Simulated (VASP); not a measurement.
# WS2 (Tungstenite) (P6_3/mmc) in VASP: further runs

Runs on WS2 (Tungstenite). Level: LDA. Tasks: single point.

Everything below comes from runs of VASP 6.6.1. Logs are shortened: lines on timing, memory, paths and dates and some standing lists are left out, and cuts for length are marked.

### Step 1. The cell of the first run

It takes space group P6_3/mmc (No. 194, hexagonal). The conventional cell has a = 3.111 Å, b = 3.111 Å, c = 12.196 Å, α = 90.00°, β = 90.00°, γ = 120.00°. Within 3.1 Å of W (site symmetry -6m2) lie 6 S at 2.38 Å. Within 3.1 Å of S (site symmetry 3m) lie 3 W at 2.38 Å.

### Step 2. Single point, LDA (in-plane strain -0.005)

File INCAR:

```
SYSTEM = WS2
PREC     = Accurate       ! precision mode
ENCUT    = 520            ! plane-wave cutoff, eV
EDIFF    = 1E-6           ! SCF threshold, eV
ISMEAR   = 0              ! smearing method
SIGMA    = 0.01           ! smearing width, eV
LREAL    = .False.        ! projectors in reciprocal space
LASPH    = .True.         ! aspherical terms in the spheres
NELM     = 100            ! most SCF steps
ALGO     = Normal         ! electronic algorithm
ISIF     = 2              ! what is computed and relaxed
LWAVE    = .False.        ! write WAVECAR
LCHARG   = .False.        ! write CHGCAR
NBANDS   = 35             ! bands
```

File KPOINTS:

```
Automatic mesh
0
Gamma
  6 6 2
  0 0 0
```

File POSCAR:

```
WS2
1.0
    3.1111892900      0.0000000000      0.0000000000
   -1.5555946450      2.6943689611      0.0000000000
    0.0000000000      0.0000000000     12.1956651213
W S
2 4
Direct
    0.3333333333      0.6666666667      0.2500000000
    0.6666666667      0.3333333333      0.7500000000
    0.3333333333      0.6666666667      0.6215353982
    0.6666666667      0.3333333333      0.1215353982
    0.3333333333      0.6666666667      0.8784646018
    0.6666666667      0.3333333333      0.3784646018
```

Potentials or basis: VASP PAW LDA potentials, release 64 (W_sv, S).

The run is started by

```bash
$ cat potpaw_LDA.64/W_sv/POTCAR potpaw_LDA.64/S/POTCAR > POTCAR
$ mpirun -np 1 vasp_std > vasp.out
```

OUTCAR:

```text
SYSTEM = WS2
   PREC = Accurate
   ENCUT = 520
   EDIFF = 1E-6
   ISMEAR = 0
   LREAL = .False.
   LASPH = .True.
   NELM = 100
   ISIF = 2

 ion  position               nearest neighbor table
   1  0.333  0.667  0.250-   4 2.38   6 2.38   4 2.38   6 2.38   4 2.38   6 2.38
   2  0.667  0.333  0.750-   3 2.38   5 2.38   3 2.38   5 2.38   3 2.38   5 2.38
   3  0.333  0.667  0.622-   2 2.38   2 2.38   2 2.38
   4  0.667  0.333  0.122-   1 2.38   1 2.38   1 2.38
   5  0.333  0.667  0.878-   2 2.38   2 2.38   2 2.38
   6  0.667  0.333  0.378-   1 2.38   1 2.38   1 2.38

  LATTYP: Found a hexagonal cell.
 ALAT       =     3.1111892900
 C/A-ratio  =     3.9199367138

  Lattice vectors:

 A1 = (   3.1111892900,   0.0000000000,   0.0000000000)
 A2 = (  -1.5555946450,   2.6943689611,   0.0000000000)
 A3 = (   0.0000000000,   0.0000000000,  12.1956651213)

Analysis of symmetry for initial positions (statically):
=====================================================================
 Subroutine PRICEL returns:
 Original cell was already a primitive cell.

 Routine SETGRP: Setting up the symmetry group for a
 hexagonal supercell.

 Subroutine GETGRP returns: Found 24 space group operations
 (whereof 12 operations were pure point group operations)
 out of a pool of 24 trial point group operations.

The static configuration has the point symmetry D_3d.
 The point group associated with its full space group is D_6h.

Analysis of symmetry for dynamics (positions and initial velocities):
=====================================================================
 Subroutine PRICEL returns:
 Original cell was already a primitive cell.

 Routine SETGRP: Setting up the symmetry group for a
 hexagonal supercell.

 Subroutine GETGRP returns: Found 24 space group operations
 (whereof 12 operations were pure point group operations)
 out of a pool of 24 trial point group operations.

The dynamic configuration has the point symmetry D_3d.
 The point group associated with its full space group is D_6h.

 Subroutine INISYM returns: Found 24 space group operations
 (whereof 12 operations are pure point group operations),
 and found     1 'primitive' translations

----------------------------------------------------------------------------------------

                                     Primitive cell

  volume of cell :     102.2325

  direct lattice vectors                    reciprocal lattice vectors
     3.111189290  0.000000000  0.000000000     0.321420494  0.185572209  0.000000000
    -1.555594645  2.694368961  0.000000000     0.000000000  0.371144418  0.000000000
     0.000000000  0.000000000 12.195665121     0.000000000  0.000000000  0.081996348

  length of vectors
     3.111189290  3.111189290 12.195665121     0.371144418  0.371144418  0.081996348

  position of ions in fractional coordinates (direct lattice)
     0.333333333  0.666666667  0.250000000
     0.666666667  0.333333333  0.750000000
     0.333333333  0.666666667  0.621535398
     0.666666667  0.333333333  0.121535398
     0.333333333  0.666666667  0.878464602
     0.666666667  0.333333333  0.378464602

  ion indices of the primitive-cell ions
   primitive index   ion index
                 1           1
                 2           2
                 3           3
                 4           4
                 5           5
                 6           6

----------------------------------------------------------------------------------------

 KPOINTS: Automatic mesh

Automatic generation of k-mesh.
 Grid dimensions read from file:
 generate k-points for:    6    6    2

 Generating k-lattice:

  Cartesian coordinates                     Fractional coordinates (reciprocal lattice)
     0.053570082  0.030928702  0.000000000     0.166666667  0.000000000  0.000000000
     0.000000000  0.061857403  0.000000000     0.000000000  0.166666667  0.000000000
     0.000000000  0.000000000  0.040998174     0.000000000  0.000000000  0.500000000

  Length of vectors
     0.061857403  0.061857403  0.040998174

  Shift w.r.t. Gamma in fractional coordinates (k-lattice)
     0.000000000  0.000000000  0.000000000

 Subroutine IBZKPT returns following result:
 ===========================================

 Found     14 irreducible k-points:

 Following reciprocal coordinates:
            Coordinates               Weight
  0.000000  0.000000  0.000000      1.000000
  0.166667  0.000000  0.000000      6.000000
  0.333333  0.000000  0.000000      6.000000
  0.500000  0.000000  0.000000      3.000000
  0.166667  0.166667  0.000000      6.000000
  0.333333  0.166667  0.000000     12.000000
  0.333333  0.333333  0.000000      2.000000
  0.000000  0.000000  0.500000      1.000000
  0.166667  0.000000  0.500000      6.000000
  0.333333  0.000000  0.500000      6.000000
  0.500000  0.000000  0.500000      3.000000
  0.166667  0.166667  0.500000      6.000000
  0.333333  0.166667  0.500000     12.000000
  0.333333  0.333333  0.500000      2.000000
   k-points           NKPTS =     14   k-points in BZ     NKDIM =     14   number of bands    NBANDS=     35
   number of dos      NEDOS =    301   number of ions     NIONS =      6
   total plane-waves  NPLWV =  55296
   dimension x,y,z NGX =    24 NGY =   24 NGZ =   96
   dimension x,y,z NGXF=    48 NGYF=   48 NGZF=  192
   ions per type =               2   4
   NGX,Y,Z   is equivalent  to a cutoff of  12.82, 12.82, 13.09 a.u.
   NGXF,Y,Z  is equivalent  to a cutoff of  25.65, 25.65, 26.17 a.u.
 SYSTEM =  WS2
   PREC   = accura    normal or accurate (medium, high low for compatibility)
   ISTART =      0    job   : 0-new  1-cont  2-samecut
   ICHARG =      2    charge: 1-file 2-atom 10-const
   ISPIN  =      1    spin polarized calculation?
   LNONCOLLINEAR =      F non collinear calculations
   LSORBIT =      F    spin-orbit coupling
   LASPH  =      T    aspherical Exc in radial PAW
   ENCUT  =  520.0 eV  38.22 Ry    6.18 a.u.   5.78  5.78 22.68*2*pi/ulx,y,z
   NELM   =    100;   NELMIN=  2; NELMDL= -5     # of ELM steps
   EDIFF  = 0.1E-05   stopping-criterion for ELM
   LREAL  =      F    real-space projection
   EDIFFG = 0.1E-04   stopping-criterion for IOM
   NSW    =      0    number of steps for IOM
   IBRION =     -1    ionic relax: 0-MD 1-quasi-New 2-CG
   NFREE  =      0    steps in history (QN), initial steepest desc. (CG)
   ISIF   =      2    stress and relaxation
   ISYM   =      2    0-nonsym 1-usesym 2-fastsym
   POTIM  = 0.5000    time-step for ionic-motion
   TEBEG  =    0.0;   TEEND  =   0.0 temperature during run
   PSTRESS=    0.0 pullay stress
   NELECT =      52.0000    total number of electrons
   NUPDOWN=      -1.0000    fix difference up-down
   EMIN   =  10.00;   EMAX   =-10.00  energy-range for DOS
   EFERMI =   0.00;   METHOD = LEGACY
   ISMEAR =     0;   SIGMA  =   0.01  broadening in eV -4-tet -1-fermi 0-gaus
   EFERMI_NEDOS =   21; number of points for ismear=-14 and -15
   IALGO  =     38    algorithm
   IMIX   =      4    mixing-type and parameters
     AMIX     =   0.40;   BMIX     =  1.00
     AMIX_MAG =   1.60;   BMIX_MAG =  1.00
  volume/ion in A,a.u.               =      17.04       114.98
  Fermi-wavevector in a.u.,A,eV,Ry     =   1.306812  2.469516 23.235435  1.707756
  Thomas-Fermi vector in A             =   2.437588
   LORBIT       =      0    0 simple, 1 ext, 2 COOP (PROOUT), +10 PAW based schemes
   GGA     = CA    functional components
   LHFCALC =     F    Hartree Fock is set to
   AEXX    =    0.0000 exact exchange contribution
   IVDW    =     0    specifies the selected vdW correction
   LEPSILON=     F    determine dielectric tensor
   LRPA    =     F    only Hartree local field effects (RPA)
 non-spin polarized calculation
 Gauss-broadening in eV      SIGMA  =   0.01
  energy-cutoff  :      520.00
  volume of cell :      102.23
 maximum number of plane-waves:      2778
 NGX is ok and might be reduce to    24
   NGX = 11   NGY = 11   NGZ = 45

 number of electron      51.9999999 magnetization

 Free energy of the ion-electron system (eV)
  ---------------------------------------------------
  ext. energy  EPLUGINS =         0.00000000
  ---------------------------------------------------
  free energy    TOTEN  =       -52.51511868 eV

  energy without entropy =      -52.51511868  energy(sigma->0) =      -52.51511868

 E-fermi :   7.9583     XC(G=0): -11.4525

 val. band max:        7.8139998841   @ k =   0.0000   0.0000   0.0000
 cond. band min:       8.6881188382   @ k =   0.1667   0.1667   0.0000
 fundamental gap:      0.8741189541
 Fermi energy:         7.9582572599

 k-point     1 :       0.0000    0.0000    0.0000
  band No.  band energies     occupation
      1     -66.2661      2.00000
      2     -66.2661      2.00000
      3     -30.8455      2.00000
      4     -30.8454      2.00000
      5     -30.6005      2.00000
      6     -30.6005      2.00000
[... 27 lines left out ...]
     34      10.5049      0.00000
     35      12.7976      0.00000

 k-point     2 :       0.1667    0.0000    0.0000
  band No.  band energies     occupation
      1     -66.2601      2.00000
      2     -66.2601      2.00000
      3     -30.8251      2.00000
      4     -30.8250      2.00000
      5     -30.7118      2.00000
      6     -30.7118      2.00000
[... 27 lines left out ...]
     34      11.0542      0.00000
     35      14.4633      0.00000

 k-point     3 :       0.3333    0.0000    0.0000
  band No.  band energies     occupation
      1     -66.2480      2.00000
      2     -66.2480      2.00000
      3     -30.9283      2.00000
      4     -30.9283      2.00000
      5     -30.7839      2.00000
      6     -30.7839      2.00000
[... 27 lines left out ...]
     34      12.0715      0.00000
     35      13.6731      0.00000
[... 343 lines left out ...]
 k-point    13 :       0.3333    0.1667    0.5000
  band No.  band energies     occupation
      1     -66.2419      2.00000
      2     -66.2419      2.00000
      3     -30.9799      2.00000
      4     -30.9799      2.00000
      5     -30.7633      2.00000
      6     -30.7633      2.00000
[... 27 lines left out ...]
     34      12.2050      0.00000
     35      13.7621      0.00000

 k-point    14 :       0.3333    0.3333    0.5000
  band No.  band energies     occupation
      1     -66.2389      2.00000
      2     -66.2389      2.00000
      3     -30.9245      2.00000
      4     -30.9245      2.00000
      5     -30.8822      2.00000
      6     -30.8822      2.00000
[... 27 lines left out ...]
     34      12.8093      0.00000
     35      14.4205      0.00000

------------------------ aborting loop because EDIFF is reached ----------------------------------------

  FORCE on cell =-STRESS in cart. coord.  units (eV):
  Direction    XX          YY          ZZ          XY          YZ          ZX
  --------------------------------------------------------------------------------------
  -------------------------------------------------------------------------------------
  Total        1.3464132      1.3464132      0.3988983      0.0000000      0.0000000     -0.0000000
  in kB       21.1008500     21.1008500      6.2514935      0.0000000      0.0000000     -0.0000000
  external PRESSURE =      16.1510645 kB  Pullay stress =       0.0000000 kB

 VOLUME and BASIS-vectors are now :
 -----------------------------------------------------------------------------
  energy-cutoff  :      520.00
  volume of cell :      102.23
      direct lattice vectors                 reciprocal lattice vectors
     3.111189290  0.000000000  0.000000000     0.321420494  0.185572209  0.000000000
    -1.555594645  2.694368961  0.000000000     0.000000000  0.371144418  0.000000000
     0.000000000  0.000000000 12.195665121     0.000000000  0.000000000  0.081996348

 POSITION                                       TOTAL-FORCE (eV/Angst)
 -----------------------------------------------------------------------------------
     -0.00000      1.79625      3.04892        -0.000000     -0.000000      0.000000
      1.55559      0.89812      9.14675        -0.000000      0.000000      0.000000
     -0.00000      1.79625      7.58004         0.000000     -0.000000     -0.077912
      1.55559      0.89812      1.48221        -0.000000     -0.000000     -0.077912
     -0.00000      1.79625     10.71346         0.000000      0.000000      0.077912
      1.55559      0.89812      4.61563        -0.000000     -0.000000      0.077912
 -----------------------------------------------------------------------------------
    total drift:                               -0.000000      0.000000     -0.000000

  FREE ENERGIE OF THE ION-ELECTRON SYSTEM (eV)
  ---------------------------------------------------
  free  energy   TOTEN  =       -52.5151186799 eV

  energy  without entropy=      -52.5151186799  energy(sigma->0) =      -52.51511868
```

It took 40 s on 1 thread of Intel Xeon Platinum 8375C at 2.90GHz (Ice Lake), shared host; peak memory 0.2 GiB.

What came out:

* Free energy: -52.5151 eV
* Pressure: 1.6 GPa
* Largest force: 0.078 eV/Å
* Band gap on the k mesh: 0.87 eV, indirect (least direct gap 1.96 eV)

Forces on the atoms (eV/Å):
```
W    0.000  0.000  0.000
W    0.000  0.000  0.000
S    0.000  0.000 -0.078
S    0.000  0.000 -0.078
S    0.000  0.000  0.078
S    0.000  0.000  0.078
```

Stress tensor (GPa, compression positive):
```
2.11 0.00 0.00
0.00 2.11 0.00
0.00 0.00 0.63
```

Levels at points of the mesh, in eV from the valence-band top:
```
           k point  band 23  band 24  band 25  band 26  band 27  band 28  band 29  band 30
(0.00, 0.00, 0.00)    -2.15    -1.47    -1.43     0.00     2.41     2.41     2.42     2.42
(0.50, 0.00, 0.00)    -1.88    -1.74    -1.64    -1.56     2.46     2.51     2.62     3.05
(0.00, 0.00, 0.50)    -2.18    -2.18    -0.35    -0.35     2.40     2.40     2.40     2.40
(0.50, 0.00, 0.50)    -1.76    -1.76    -1.63    -1.63     2.48     2.48     2.87     2.87
```

Caveat: the cell differs from its parent crystal (in-plane strain -0.005); spin-orbit coupling is left out, which moves the levels of the heavy elements. A k mesh can miss the band edges.

### Step 3. Single point, LDA

This run uses another cell than the first one, of 17.16 Å³/atom, 1.007 times its volume.

File INCAR:

```
  PREC = Accurate
  ENCUT = 520
  EDIFF = 1E-7
  ISMEAR = 0
  SIGMA = 0.01
  LREAL = F
  LASPH = T
  NELM = 100
  ALGO = Normal
  ISIF = 2
  LWAVE = F
  LCHARG = F
  GGA = CA
  NBANDS = 35
```

File KPOINTS:

```
Automatic mesh
0
Gamma
  6 6 2
```

POSCAR, as its differences from that of step 2:

```diff
@@ -2,5 +2,5 @@
 1.0
-    3.1111892900      0.0000000000      0.0000000000
-   -1.5555946450      2.6943689611      0.0000000000
-    0.0000000000      0.0000000000     12.1956651213
+    3.1268234070      0.0000000000      0.0000000000
+   -1.5634117035      2.7079085036      0.0000000000
+    0.0000000000      0.0000000000     12.1591875586
 W S
```

Potentials or basis: VASP PAW LDA potentials, release 64 (W_sv, S).

The run is started by

```bash
$ cat potpaw_LDA.64/W_sv/POTCAR potpaw_LDA.64/S/POTCAR > POTCAR
$ mpirun -np 1 vasp_std > vasp.out
```

Wall time 44 s (1 thread of Intel Xeon Platinum 8375C at 2.90GHz (Ice Lake), shared host); peak memory 0.2 GiB.

The run converged. Its results:

```yaml
Free_energy: -52.5225 eV
Pressure: 0.4 GPa
Largest_force: 0.052 eV/Å
Band_gap_on_the_k_mesh: 0.85 eV, indirect (least direct gap 1.89 eV)
```

Forces in eV/Å, atoms in the order of the input:
```
W    0.000  0.000  0.000
W    0.000  0.000  0.000
S    0.000  0.000 -0.052
S    0.000  0.000 -0.052
S    0.000  0.000  0.052
S    0.000  0.000  0.052
```

Levels at points of the mesh, in eV from the valence-band top:
| k point | band 24 | band 25 | band 26 | band 27 | band 28 | band 29 |
| --- | --- | --- | --- | --- | --- | --- |
| (0.00, 0.00, 0.00) | -1.45 | -1.40 | 0.00 | 2.32 | 2.32 | 2.33 |
| (0.50, 0.00, 0.00) | -1.78 | -1.73 | -1.59 | 2.33 | 2.39 | 2.55 |
| (0.00, 0.00, 0.50) | -2.27 | -0.33 | -0.33 | 2.31 | 2.31 | 2.31 |
| (0.50, 0.00, 0.50) | -1.85 | -1.67 | -1.67 | 2.36 | 2.36 | 2.78 |

Caveat: spin-orbit coupling is left out, which moves the levels of the heavy elements. A k mesh can miss the band edges.

(Part 1 of 2 ends here.)
